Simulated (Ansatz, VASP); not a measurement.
## One calculation of CoO, two programs

File INCAR:

```
PREC = Accurate
ENCUT = 520
EDIFF = 1E-6
ISMEAR = 0
SIGMA = 0.05
LREAL = F
LASPH = T
NELM = 150
ALGO = Normal
ISIF = 2
LWAVE = F
LCHARG = T
ISPIN = 2
MAGMOM = 3 -3 0 0
LORBIT = 11
LMAXMIX = 4
LDAU = T
LDAUTYPE = 2
LDAUL = 2 -1
LDAUU = 3 0
LDAUJ = 0 0
LDAUPRINT = 1
GGA = PS
LELF = T
LVHAR = T
NBANDS = 27
```

Contents of KPOINTS:

```
regular mesh
0
Gamma
  16 16 8
```

Contents of POSCAR:

```
CoO
1.0
    0.0000000000      2.1744804960      2.1744804960
    2.1744804960      0.0000000000      2.1744804960
    4.3489609920      4.3489609920      0.0000000000
Co O
2 2
Direct
    0.0000000000      1.0000000000      1.0000000000
    0.0000000000      1.0000000000      0.5000000000
    0.2500000000      0.2500000000      0.1250000000
    0.2500000000      0.2500000000      0.6250000000
```

Input for Ansatz:

```yaml
crystal:
  lattice:
    - [0.0, 2.174480496, 2.174480496]
    - [2.174480496, 0.0, 2.174480496]
    - [4.348960992, 4.348960992, 0.0]
  atoms:
    - { symbol: Co, position: [0.0, 1.0, 1.0], spin: 3.0 }
    - { symbol: O, position: [0.25, 0.25, 0.125] }
    - { symbol: Co, position: [0.0, 1.0, 0.5], spin: -3.0 }
    - { symbol: O, position: [0.25, 0.25, 0.625] }
basis:
  ecutwfc: 420
kpoints:
  mp_grid: { grid: [16, 16, 8] }
hamiltonian:
  xc: pbesol
  hubbard: { sites: [{ species: Co, l: d, u_eff: 3.0 }] }
scf:
  occupations: { method: gaussian, width: 0.05 }
output:
  forces: true
  stress: true
  eigenvalues: true
  populations: true
magnetization:
  spin_polarized: true
```

Alike in both runs: task single point; functional PBEsol; k mesh 16 × 16 × 8; occupations gaussian, width 0.05 eV; collinear spin; Hubbard terms Co d U = 3.0 eV.

|  | VASP | Ansatz |
| --- | --- | --- |
| version | VASP 6.6.1 | Ansatz 0.2.0 |
| potentials or method | VASP PAW PBE potentials, release 64 (Co, O), cutoff 520 eV | scalar-relativistic, plane waves, PAW |
| valence electrons in the cell | 30 | 46 |

VASP gave:

```
gap on the k mesh at the Fermi level (eV)                     : 0.79
least direct gap on the mesh (eV)                             : 1.05
pressure (GPa)                                                : 18.3
net moment per atom (μB)                                      : 0.00
size of the moment on the site where the two differ most (μB) : 2.48
```

**Question.** Estimate Ansatz's values.

**Answer.** gap on the k mesh at the Fermi level (eV): 0.70; least direct gap on the mesh (eV): 0.98; pressure (GPa): 21.7; net moment per atom (μB): 0.00; size of the moment on the site where the two differ most (μB): 2.22.

VASP's potentials were made for PBE, not for PBEsol. Site moments also hang on the region over which each program counts them. The programs project onto different local orbitals, so the same U acts differently, and such runs can settle in different states. VASP's potentials hold 30 valence electrons a cell and Ansatz's 46, so a difference there can come from the potentials and not from the codes.
